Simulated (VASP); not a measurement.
Write the native input for VASP 6.6.1 that does the following.

- Task: single point
- Functional: PBEsol
- Dispersion: D3(BJ)
- Potentials or basis: VASP PAW PBE potentials, release 64 (P)
- Cutoff: 520 eV
- k mesh: 18 × 18 × 18
- Occupations: gaussian, width 0.15 eV
- Spin: no spin polarisation
- Dipole correction: no
- Further INCAR settings: ALGO = Normal; EDIFF = 1e-06; NBANDS = 12

The structure of P lies in POSCAR:

```
P
1.0
   -1.6915100431      2.5151650373      1.8496494151
    1.6915100431     -2.5151650373      1.8496494151
    1.6915100431      2.5151650373     -1.8496494151
P
2
Direct
    0.8033091100      0.0533091100      0.7500000000
    0.1966908900      0.9466908900      0.2500000000
```

This cell differs from its parent crystal: strain -0.0050 x Voigt [0, 0, 1, 0, 0, 0].

The input as run:

INCAR

```
PREC = Accurate ; ENCUT = 520
EDIFF = 1E-6 ; ISMEAR = 0
SIGMA = 0.15 ; LREAL = False
LASPH = True ; NELM = 80
ALGO = Normal ; ISIF = 2
LWAVE = False ; LCHARG = False
GGA = PS ; IVDW = 12
NBANDS = 12
```

KPOINTS

```
regular mesh
0
Gamma
  18 18 18
```

Potentials or basis: VASP PAW PBE potentials, release 64 (P).

Launch:

```sh
$ cat potpaw_PBE.64/P/POTCAR > POTCAR
$ mpirun -np 1 vasp_std > vasp.out
```

Results of the run:

* Pressure: -4.0 GPa
* Largest force: 0.443 eV/Å
* Band gap on the k mesh: zero (bands 5 and 6 overlap by 1.10 eV)
* Dispersion energy per atom: -0.359 eV

Caveat: the cell differs from its parent crystal (strain -0.0050 x Voigt [0, 0, 1, 0, 0, 0]); the cell stands under tension; the PAW data sets were made with another functional, which shifts forces and pressure a little.

Run time: 2.1 min on 1 thread of Intel(R) Xeon(R) 6975P-C (Granite Rapids), with other jobs on the host, peak memory 0.36 GiB.
